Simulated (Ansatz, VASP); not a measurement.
CaC8 in VASP and in Ansatz

The input INCAR:

```
SYSTEM = CaC8
PREC = Accurate ; ENCUT = 520
EDIFF = 1E-6 ; ISMEAR = 0
SIGMA = 0.1 ; LREAL = .False.
LASPH = .True. ; NELM = 150
ALGO = Normal ; ISIF = 2
LWAVE = .False. ; LCHARG = .False.
ISPIN = 2 ; MAGMOM = 0 1 1 1 1 1 1 1 1
LORBIT = 11 ; GGA = PE
IVDW = 12 ; NBANDS = 35
```

Contents of KPOINTS:

```
regular mesh
0
Gamma
  6 6 4
  0 0 0
```

The input POSCAR:

```
CaC8
1.0
    4.9987300000      0.0000000000      0.0000000000
   -2.4993650000      4.3290272000      0.0000000000
    0.0000000000      0.0000000000      4.3680331000
Ca C
1 8
Direct
    0.0000000000      0.0000000000      0.5000000000
    0.3355140000      0.1677570000      0.0000000000
    0.3333333000      0.6666667000      0.0000000000
    0.8322430000      0.1677570000      0.0000000000
    0.8322430000      0.6644860000      0.0000000000
    0.1677570000      0.3355140000      0.0000000000
    0.1677570000      0.8322430000      0.0000000000
    0.6666667000      0.3333333000      0.0000000000
    0.6644860000      0.8322430000      0.0000000000
```

Input for Ansatz:

```yaml
crystal:
  lattice:
    - [4.99873, 0.0, 0.0]
    - [-2.499365, 4.3290272, 0.0]
    - [0.0, 0.0, 4.3680331]
  atoms:
    - { symbol: Ca, position: [0.0, 0.0, 0.5] }
    - { symbol: C, position: [0.335514, 0.167757, 0.0], spin: 1.0 }
    - { symbol: C, position: [0.3333333, 0.6666667, 0.0], spin: 1.0 }
    - { symbol: C, position: [0.832243, 0.167757, 0.0], spin: 1.0 }
    - { symbol: C, position: [0.832243, 0.664486, 0.0], spin: 1.0 }
    - { symbol: C, position: [0.167757, 0.335514, 0.0], spin: 1.0 }
    - { symbol: C, position: [0.167757, 0.832243, 0.0], spin: 1.0 }
    - { symbol: C, position: [0.6666667, 0.3333333, 0.0], spin: 1.0 }
    - { symbol: C, position: [0.664486, 0.832243, 0.0], spin: 1.0 }
basis:
  ecutwfc: 420
kpoints:
  mp_grid: { grid: [6, 6, 4] }
hamiltonian:
  xc: pbe
  dispersion: d3bj
scf:
  occupations: { method: gaussian, width: 0.1 }
  lower_state_search: "off"
output:
  forces: true
  stress: true
  eigenvalues: true
  populations: true
magnetization:
  spin_polarized: true
```

Alike in both runs: task single point; functional PBE; dispersion D3(BJ); k mesh 6 × 6 × 4; occupations gaussian, width 0.1 eV; collinear spin.

|  | VASP | Ansatz |
| --- | --- | --- |
| version | VASP 6.6.1 | Ansatz 0.2.0 |
| potentials or method | VASP PAW PBE potentials, release 64 (Ca_sv, C), cutoff 520 eV | scalar-relativistic, plane waves, PAW |
| valence electrons in the cell | 42 | 42 |

VASP gave:

```
gap on the k mesh at the Fermi level (eV)                     : none
pressure (GPa)                                                : 0.1
traceless stress, the component that is largest in VASP (GPa) : 0.82
rms of the force components (eV/Å)                            : 0.004
net moment per atom (μB)                                      : 0.00
```

Q: Which values does Ansatz return?

A: gap on the k mesh at the Fermi level (eV): none; pressure (GPa): -0.2; traceless stress, the component that is largest in VASP (GPa): 0.94; rms of the force components (eV/Å): 0.001; net moment per atom (μB): 0.00.

Atom by atom the forces differ by 0.004 eV/Å (rms over components). A gap of «none» marks a metal or a gap that the smearing closes. Ansatz's warnings: seeded moment not kept.
